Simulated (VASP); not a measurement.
# Si (P6_3/mmc) in VASP: further runs

Runs on Si. Level: r2SCAN. Tasks: single point.

Everything below comes from runs of VASP 6.6.1. Logs are shortened: lines on timing, memory, paths and dates and some standing lists are left out, and cuts for length are marked.

## Step 1: The cell of the first run

Symmetry: P6_3/mmc, No. 194, hexagonal system. The conventional cell has a = 2.625 Å, b = 2.625 Å, c = 4.598 Å, α = 90.00°, β = 90.00°, γ = 120.00°. Within 3.5 Å of Si (site symmetry -6m2) lie 12 Si at 2.63 to 2.75 Å.

## Step 2: Single point, r2SCAN

File POSCAR:

```
Si
1.0
    2.6252514144      0.0000000000      0.0000000000
   -1.3126257072      2.2735344162      0.0000000000
    0.0000000000      0.0000000000      4.5982227978
Si
2
Direct
    0.3333333333      0.6666666667      0.2500000000
    0.6666666667      0.3333333333      0.7500000000
```

File INCAR.step1:

```
SYSTEM = Si
ALGO = Normal
EDIFF = 1E-4
ENCUT = 520
GGA = PE
ISMEAR = -1
LASPH = .TRUE.
LCHARG = .FALSE.
LREAL = .FALSE.
LWAVE = .TRUE.
NBANDS = 11
NELM = 80
PREC = Accurate
SIGMA = 0.1
```

File INCAR.step2:

```
SYSTEM = Si
ALGO = Normal
EDIFF = 1E-6
ENCUT = 520
ISIF = 2
ISMEAR = -1
ISTART = 1
LASPH = .TRUE.
LCHARG = .TRUE.
LELF = .TRUE.
LMIXTAU = .TRUE.
LREAL = .FALSE.
LVHAR = .TRUE.
LWAVE = .FALSE.
METAGGA = R2SCAN
NBANDS = 11
NELM = 80
PREC = Accurate
SIGMA = 0.1
```

File KPOINTS:

```
k-points
0
G
  13 13 7
  0 0 0
```

Potentials or basis: VASP PAW PBE potentials, release 64 (Si).

The run is started by

```
> cat potpaw_PBE.64/Si/POTCAR > POTCAR
> cp INCAR.step1 INCAR
> mpirun -np 1 vasp_std > vasp.out
> cp INCAR.step2 INCAR
> mpirun -np 1 vasp_std > vasp.out
```

OUTCAR:

```text
SYSTEM = Si
   EDIFF = 1E-6
   ENCUT = 520
   ISIF = 2
   ISMEAR = -1
   ISTART = 1
   LASPH = .TRUE.
   LREAL = .FALSE.
   METAGGA = R2SCAN
   NELM = 80
   PREC = Accurate

 ion  position               nearest neighbor table
   1  0.333  0.667  0.250-   2 2.75   2 2.75   2 2.75   2 2.75   2 2.75   2 2.75
   2  0.667  0.333  0.750-   1 2.75   1 2.75   1 2.75   1 2.75   1 2.75   1 2.75

  LATTYP: Found a hexagonal cell.
 ALAT       =     2.6252514144
 C/A-ratio  =     1.7515361662

  Lattice vectors:

 A1 = (   2.6252514144,   0.0000000000,   0.0000000000)
 A2 = (  -1.3126257072,   2.2735344162,   0.0000000000)
 A3 = (   0.0000000000,   0.0000000000,   4.5982227978)

Analysis of symmetry for initial positions (statically):
=====================================================================
 Subroutine PRICEL returns:
 Original cell was already a primitive cell.

 Routine SETGRP: Setting up the symmetry group for a
 hexagonal supercell.

 Subroutine GETGRP returns: Found 24 space group operations
 (whereof 12 operations were pure point group operations)
 out of a pool of 24 trial point group operations.

The static configuration has the point symmetry D_3d.
 The point group associated with its full space group is D_6h.

Analysis of symmetry for dynamics (positions and initial velocities):
=====================================================================
 Subroutine PRICEL returns:
 Original cell was already a primitive cell.

 Routine SETGRP: Setting up the symmetry group for a
 hexagonal supercell.

 Subroutine GETGRP returns: Found 24 space group operations
 (whereof 12 operations were pure point group operations)
 out of a pool of 24 trial point group operations.

The dynamic configuration has the point symmetry D_3d.
 The point group associated with its full space group is D_6h.

 Subroutine INISYM returns: Found 24 space group operations
 (whereof 12 operations are pure point group operations),
 and found     1 'primitive' translations

----------------------------------------------------------------------------------------

                                     Primitive cell

  volume of cell :      27.4450

  direct lattice vectors                    reciprocal lattice vectors
     2.625251414  0.000000000  0.000000000     0.380915898  0.219921896  0.000000000
    -1.312625707  2.273534416  0.000000000     0.000000000  0.439843792  0.000000000
     0.000000000  0.000000000  4.598222798     0.000000000  0.000000000  0.217475326

  length of vectors
     2.625251414  2.625251414  4.598222798     0.439843793  0.439843792  0.217475326

  position of ions in fractional coordinates (direct lattice)
     0.333333333  0.666666667  0.250000000
     0.666666667  0.333333333  0.750000000

  ion indices of the primitive-cell ions
   primitive index   ion index
                 1           1
                 2           2

----------------------------------------------------------------------------------------

 KPOINTS: k-points

Automatic generation of k-mesh.
 Grid dimensions read from file:
 generate k-points for:   13   13    7

 Generating k-lattice:

  Cartesian coordinates                     Fractional coordinates (reciprocal lattice)
     0.029301223  0.016917069  0.000000000     0.076923077  0.000000000  0.000000000
     0.000000000  0.033834138  0.000000000     0.000000000  0.076923077  0.000000000
     0.000000000  0.000000000  0.031067904     0.000000000  0.000000000  0.142857143

  Length of vectors
     0.033834138  0.033834138  0.031067904

  Shift w.r.t. Gamma in fractional coordinates (k-lattice)
     0.000000000  0.000000000  0.000000000

 Subroutine IBZKPT returns following result:
 ===========================================

 Found     84 irreducible k-points:

 Following reciprocal coordinates:
            Coordinates               Weight
  0.000000  0.000000  0.000000      1.000000
  0.076923 -0.000000  0.000000      6.000000
  0.153846  0.000000  0.000000      6.000000
  0.230769  0.000000  0.000000      6.000000
  0.307692  0.000000  0.000000      6.000000
  0.384615  0.000000  0.000000      6.000000
[... 16 lines left out ...]
  0.076923 -0.000000  0.142857     12.000000
  0.153846  0.000000  0.142857     12.000000
 [... further k-points ...]
   k-points           NKPTS =     84   k-points in BZ     NKDIM =     84   number of bands    NBANDS=     11
   number of dos      NEDOS =    301   number of ions     NIONS =      2
   total plane-waves  NPLWV =  14400
   dimension x,y,z NGX =    20 NGY =   20 NGZ =   36
   dimension x,y,z NGXF=    40 NGYF=   40 NGZF=   72
   ions per type =               2
   NGX,Y,Z   is equivalent  to a cutoff of  12.67, 12.67, 13.02 a.u.
   NGXF,Y,Z  is equivalent  to a cutoff of  25.33, 25.33, 26.03 a.u.
 SYSTEM =  Si
   PREC   = accura    normal or accurate (medium, high low for compatibility)
   ISTART =      1    job   : 0-new  1-cont  2-samecut
   ICHARG =      0    charge: 1-file 2-atom 10-const
   ISPIN  =      1    spin polarized calculation?
   LNONCOLLINEAR =      F non collinear calculations
   LSORBIT =      F    spin-orbit coupling
   LASPH  =      T    aspherical Exc in radial PAW
   ENCUT  =  520.0 eV  38.22 Ry    6.18 a.u.   4.88  4.88  8.55*2*pi/ulx,y,z
   NELM   =     80;   NELMIN=  2; NELMDL=  0     # of ELM steps
   EDIFF  = 0.1E-05   stopping-criterion for ELM
   LREAL  =      F    real-space projection
   EDIFFG = 0.1E-04   stopping-criterion for IOM
   NSW    =      0    number of steps for IOM
   IBRION =     -1    ionic relax: 0-MD 1-quasi-New 2-CG
   NFREE  =      0    steps in history (QN), initial steepest desc. (CG)
   ISIF   =      2    stress and relaxation
   ISYM   =      2    0-nonsym 1-usesym 2-fastsym
   POTIM  = 0.5000    time-step for ionic-motion
   TEBEG  =    0.0;   TEEND  =   0.0 temperature during run
   PSTRESS=    0.0 pullay stress
   NELECT =       8.0000    total number of electrons
   NUPDOWN=      -1.0000    fix difference up-down
   EMIN   =  10.00;   EMAX   =-10.00  energy-range for DOS
   EFERMI =   0.00;   METHOD = LEGACY
   ISMEAR =    -1;   SIGMA  =   0.10  broadening in eV -4-tet -1-fermi 0-gaus
   EFERMI_NEDOS =   21; number of points for ismear=-14 and -15
   IALGO  =     38    algorithm
   IMIX   =      4    mixing-type and parameters
     AMIX     =   0.40;   BMIX     =  1.00
     AMIX_MAG =   1.60;   BMIX_MAG =  1.00
  volume/ion in A,a.u.               =      13.72        92.60
  Fermi-wavevector in a.u.,A,eV,Ry     =   1.085469  2.051239 16.030963  1.178243
  Thomas-Fermi vector in A             =   2.221583
   LORBIT       =      0    0 simple, 1 ext, 2 COOP (PROOUT), +10 PAW based schemes
   METAGGA = R2SCAN    functional components
   LHFCALC =     F    Hartree Fock is set to
   AEXX    =    0.0000 exact exchange contribution
   IVDW    =     0    specifies the selected vdW correction
   LEPSILON=     F    determine dielectric tensor
   LRPA    =     F    only Hartree local field effects (RPA)
 non-spin polarized calculation
  energy-cutoff  :      520.00
  volume of cell :       27.44
 maximum number of plane-waves:       755
 NGX is ok and might be reduce to    20
   NGX =  9   NGY =  9   NGZ = 17

 number of electron       8.0000000 magnetization

 Free energy of the ion-electron system (eV)
  ---------------------------------------------------
  ext. energy  EPLUGINS =         0.00000000
  ---------------------------------------------------
  free energy    TOTEN  =       -16.13785449 eV

  energy without entropy =      -16.11366405  energy(sigma->0) =      -16.12575927

 E-fermi :  10.9701     XC(G=0): -12.1956

 val. band max:       10.9435283928   @ k =   0.3077   0.1538   0.1429
 cond. band min:      11.0737738596   @ k =   0.3846   0.1538   0.0000
 fundamental gap:      0.1302454668
 Fermi energy:        10.9700999688

 k-point     1 :       0.0000    0.0000    0.0000
  band No.  band energies     occupation
      1      -4.9717      2.00000
      2       1.6812      2.00000
      3       2.7763      2.00000
      4      21.4438      0.00000
      5      21.4438      0.00000
      6      21.6139      0.00000
      7      21.8912      0.00000
      8      22.4880      0.00000
      9      22.4880      0.00000
     10      26.0435      0.00000
     11      26.5037      0.00000

 k-point     2 :       0.0769   -0.0000    0.0000
  band No.  band energies     occupation
      1      -4.7949      2.00000
      2       1.8545      2.00000
      3       2.9445      2.00000
      4      18.8740      0.00000
      5      20.0683      0.00000
      6      21.4185      0.00000
      7      21.6575      0.00000
      8      23.3378      0.00000
      9      23.9799      0.00000
     10      24.2337      0.00000
     11      25.2056      0.00000

 k-point     3 :       0.1538    0.0000    0.0000
  band No.  band energies     occupation
      1      -4.2652      2.00000
      2       2.3725      2.00000
      3       3.4487      2.00000
      4      15.4312      0.00000
      5      18.5657      0.00000
      6      20.5061      0.00000
      7      21.0004      0.00000
      8      21.4101      0.00000
      9      23.4475      0.00000
     10      23.9368      0.00000
     11      24.0279      0.00000

 k-point     4 :       0.2308    0.0000    0.0000
  band No.  band energies     occupation
      1      -3.3855      2.00000
      2       3.2286      2.00000
      3       4.2870      2.00000
      4      12.0870      0.00003
      5      17.3460      0.00000
      6      17.9436      0.00000
      7      19.2773      0.00000
      8      19.5376      0.00000
      9      22.3694      0.00000
     10      23.4313      0.00000
     11      24.1461      0.00000

 k-point     5 :       0.3077    0.0000    0.0000
  band No.  band energies     occupation
      1      -2.1604      2.00000
      2       4.4056      2.00000
      3       5.4548      2.00000
      4       8.9859      2.00000
      5      15.0618      0.00000
      6      16.3863      0.00000
      7      16.4280      0.00000
      8      18.6839      0.00000
      9      21.5428      0.00000
     10      23.9196      0.00000
     11      24.0969      0.00000
[... 211 lines left out ...]
 k-point    21 :       0.3077    0.3077    0.0000
  band No.  band energies     occupation
      1       3.3232      2.00000
      2       5.3268      2.00000
      3       5.7993      2.00000
      4       9.7338      1.99999
      5      10.5083      1.98045
      6      11.7829      0.00059
      7      12.2147      0.00001
      8      12.3975      0.00000
      9      14.7560      0.00000
     10      28.9399      0.00000
     11      29.5188      0.00000

 k-point    22 :       0.0000    0.0000    0.1429
  band No.  band energies     occupation
      1      -4.8231      2.00000
      2       0.2723      2.00000
      3       4.4542      2.00000
      4      18.6058      0.00000
      5      21.5640      0.00000
      6      21.5640      0.00000
      7      22.6103      0.00000
      8      22.6103      0.00000
      9      24.5189      0.00000
     10      25.6991      0.00000
     11      25.6991      0.00000

 k-point    23 :       0.0769   -0.0000    0.1429
  band No.  band energies     occupation
      1      -4.6464      2.00000
      2       0.4454      2.00000
      3       4.6222      2.00000
      4      18.4981      0.00000
      5      19.2795      0.00000
      6      20.1929      0.00000
      7      22.4177      0.00000
      8      23.2524      0.00000
      9      23.8728      0.00000
     10      24.7335      0.00000
     11      25.0197      0.00000

 k-point    24 :       0.1538    0.0000    0.1429
  band No.  band energies     occupation
      1      -4.1171      2.00000
      2       0.9633      2.00000
      3       5.1246      2.00000
      4      15.5405      0.00000
      5      18.6920      0.00000
      6      19.0439      0.00000
      7      20.0384      0.00000
      8      21.4154      0.00000
      9      22.7727      0.00000
     10      23.8855      0.00000
     11      25.8420      0.00000

 [... further k-points ...]
[... 5 lines left out ...]
  --------------------------------------------------------------------------------------
  -------------------------------------------------------------------------------------
  Total        0.0049588      0.0049588      0.0121809      0.0000000      0.0000000      0.0000000
  in kB        0.2894867      0.2894867      0.7110937      0.0000000      0.0000000      0.0000000
  external PRESSURE =       0.4300223 kB  Pullay stress =       0.0000000 kB

 VOLUME and BASIS-vectors are now :
 -----------------------------------------------------------------------------
  energy-cutoff  :      520.00
  volume of cell :       27.44
      direct lattice vectors                 reciprocal lattice vectors
     2.625251414  0.000000000  0.000000000     0.380915898  0.219921896  0.000000000
    -1.312625707  2.273534416  0.000000000     0.000000000  0.439843792  0.000000000
     0.000000000  0.000000000  4.598222798     0.000000000  0.000000000  0.217475326

 POSITION                                       TOTAL-FORCE (eV/Angst)
 -----------------------------------------------------------------------------------
     -0.00000      1.51569      1.14956        -0.000000     -0.000000      0.000000
      1.31263      0.75784      3.44867         0.000000      0.000000      0.000000
 -----------------------------------------------------------------------------------
    total drift:                               -0.000000      0.000000     -0.000000

  FREE ENERGIE OF THE ION-ELECTRON SYSTEM (eV)
  ---------------------------------------------------
  free  energy   TOTEN  =       -16.1378544917 eV

  energy  without entropy=      -16.1136640489  energy(sigma->0) =      -16.12575927
```

Wall time 32 s (1 thread of Intel Xeon 6975P-C (Granite Rapids), shared host); peak memory 0.14 GiB.

What came out:

```yaml
Free_energy: -16.1379 eV
Pressure: 0.0 GPa
Band_gap_on_the_k_mesh: zero (band 4 reaches 21.44 eV, above the bottom of band 5 at 7.83 eV)
```

Caveat: the PAW data sets were made with another functional, which shifts forces and pressure a little.

## Step 3: Single point, r2SCAN (volume scaled by 0.88)

File POSCAR:

```
Si
1.0
    2.5157363514      0.0000000000      0.0000000000
   -1.2578681757      2.1786915895      0.0000000000
    0.0000000000      0.0000000000      4.4064032041
Si
2
Direct
    0.3333333333      0.6666666667      0.2500000000
    0.6666666667      0.3333333333      0.7500000000
```

File INCAR.step1:

```
SYSTEM = Si
ALGO = Normal ; EDIFF = 1E-4
ENCUT = 520 ; GGA = PE
ISMEAR = -1 ; LASPH = .TRUE.
LCHARG = .FALSE. ; LREAL = .FALSE.
LWAVE = .TRUE. ; NBANDS = 11
NELM = 100 ; PREC = Accurate
SIGMA = 0.1
```

File INCAR.step2:

```
SYSTEM = Si
ALGO = Normal ; EDIFF = 1E-7
ENCUT = 520 ; ISIF = 2
ISMEAR = -1 ; ISTART = 1
LASPH = .TRUE. ; LCHARG = .TRUE.
LELF = .TRUE. ; LMIXTAU = .TRUE.
LREAL = .FALSE. ; LVHAR = .TRUE.
LWAVE = .FALSE. ; METAGGA = R2SCAN
NBANDS = 11 ; NELM = 100
PREC = Accurate ; SIGMA = 0.1
```

File KPOINTS:

```
k-points
0
G
  15 15 8
  0 0 0
```

Potentials or basis: VASP PAW PBE potentials, release 64 (Si).

The run is started by

```
> cat potpaw_PBE.64/Si/POTCAR > POTCAR
> cp INCAR.step1 INCAR
> mpirun -np 1 vasp_std > vasp.out
> cp INCAR.step2 INCAR
> mpirun -np 1 vasp_std > vasp.out
```

Run time: 53 s. Hardware: 1 thread of Intel Xeon 6975P-C (Granite Rapids), shared host; peak memory 0.15 GiB.

Results (log left out):

- Free energy: -15.9968 eV
- Pressure: 16.7 GPa
- Band gap on the k mesh: zero (band 4 reaches 24.12 eV, above the bottom of band 5 at 8.95 eV)

Stress tensor (GPa, compression positive):
```
18.89  0.00  0.00
 0.00 18.89  0.00
 0.00  0.00 12.33
```

Levels at points of the mesh, in eV from the Fermi level:
```tsv
k point	band 2	band 3	band 4	band 5	band 6	band 7
(0.00, 0.00, 0.00)	-9.74	-9.17	11.32	11.75	11.75	12.15
(0.00, 0.00, 0.50)	-15.27	-0.11	-0.11	13.28	13.28	13.28
```

Caveat: the PAW data sets were made with another functional, which shifts forces and pressure a little.

## Step 4: Single point, r2SCAN (volume scaled by 0.92)

File POSCAR:

```
Si
1.0
    2.5532901917      0.0000000000      0.0000000000
   -1.2766450958      2.2112141692      0.0000000000
    0.0000000000      0.0000000000      4.4721801136
Si
2
Direct
    0.3333333333      0.6666666667      0.2500000000
    0.6666666667      0.3333333333      0.7500000000
```

File INCAR.step1:

```
SYSTEM = Si
PREC = Accurate
ENCUT = 520
ISMEAR = -1
SIGMA = 0.1
LREAL = .False.
LASPH = .True.
NELM = 80
NBANDS = 11
GGA = PE
ALGO = Normal
EDIFF = 1E-4
LWAVE = .True.
LCHARG = .False.
```

File INCAR.step2:

```
SYSTEM = Si
PREC = Accurate
ENCUT = 520
EDIFF = 1E-6
ISMEAR = -1
SIGMA = 0.1
LREAL = .False.
LASPH = .True.
NELM = 80
ALGO = Normal
ISIF = 2
LWAVE = .False.
LCHARG = .False.
METAGGA = R2SCAN
LMIXTAU = .True.
NBANDS = 11
ISTART = 1
```

File KPOINTS:

```
regular mesh
0
Gamma
  15 15 8
  0 0 0
```

The run is started by

```
> cat potpaw_PBE.64/Si/POTCAR > POTCAR
> cp INCAR.step1 INCAR
> mpirun -np 1 vasp_std > vasp.out
> cp INCAR.step2 INCAR
> mpirun -np 1 vasp_std > vasp.out
```

Wall time 49 s (1 thread of Intel Xeon 6975P-C (Granite Rapids), shared host); peak memory 0.15 GiB.

The run converged. Its results:

```yaml
Free_energy: -16.0868 eV
Pressure: 9.8 GPa
Band_gap_on_the_k_mesh: zero (band 4 reaches 23.32 eV, above the bottom of band 5 at 8.22 eV)
```

Stress tensor (GPa, compression positive):
```
11.48  0.00  0.00
 0.00 11.48  0.00
 0.00  0.00  6.55
```

Levels at points of the mesh, in eV from the Fermi level:
| k point | band 2 | band 3 | band 4 | band 5 | band 6 | band 7 |
| --- | --- | --- | --- | --- | --- | --- |
| (0.00, 0.00, 0.00) | -9.57 | -8.82 | 11.18 | 11.31 | 11.31 | 11.61 |
| (0.00, 0.00, 0.50) | -14.86 | -0.10 | -0.10 | 12.86 | 12.86 | 12.86 |

Caveat: the PAW data sets were made with another functional, which shifts forces and pressure a little.

## Step 5: The runs side by side

```tsv
cell	k mesh	gap on the mesh (eV)	pressure (GPa)
a = 2.625, b = 2.625, c = 4.598 Å, angles 90.0, 90.0, 120.0°, 2 atoms	13 × 13 × 7	none	0.0
a = 2.516, b = 2.516, c = 4.406 Å, angles 90.0, 90.0, 120.0°, 2 atoms	15 × 15 × 8	none	16.7
a = 2.553, b = 2.553, c = 4.472 Å, angles 90.0, 90.0, 120.0°, 2 atoms	15 × 15 × 8	none	9.8
```

Alike in all rows: task single point; level r2SCAN; potentials or basis VASP PAW PBE potentials, release 64 (Si); no spin polarisation; cutoff (eV) 520; smearing fermi-dirac 0.1 eV.

Caveats: the PAW data sets were made with another functional, which shifts forces and pressure a little.

Absolute energies hang on the potentials; compare differences alone.
